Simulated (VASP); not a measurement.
A run of VASP 6.6.1:

File INCAR:

```
ALGO = Normal
EDIFF = 1E-7
ENCUT = 520
GGA = PE
ISIF = 2
ISMEAR = -1
LASPH = T
LCHARG = F
LREAL = F
LWAVE = F
NBANDS = 12
NELM = 80
PREC = Accurate
SIGMA = 0.1
```

KPOINTS

```
k-points
0
Gamma
  8 8 8
```

Contents of POSCAR:

```
La
1.0
    0.0000000000      2.6888765620      2.6888765620
    2.6888765620      0.0000000000      2.6888765620
    2.6888765620      2.6888765620      0.0000000000
La
1
Direct
    0.0000000000      0.0000000000      0.0000000000
```

Potentials or basis: VASP PAW PBE potentials, release 64 (La).

Command:

```bash
$ cat potpaw_PBE.64/La/POTCAR > POTCAR
$ mpirun -np 1 vasp_std > vasp.out
```

Hardware: 1 thread of Intel(R) Xeon(R) Platinum 8559C (Emerald Rapids), with other jobs on the host.

**Question.** Estimate the wall time of this run.

**Answer.** Run time: 16 s on 1 thread of Intel(R) Xeon(R) Platinum 8559C (Emerald Rapids), on a shared host, peak memory 0.16 GiB. Counts: scf iterations 19, k points 29.
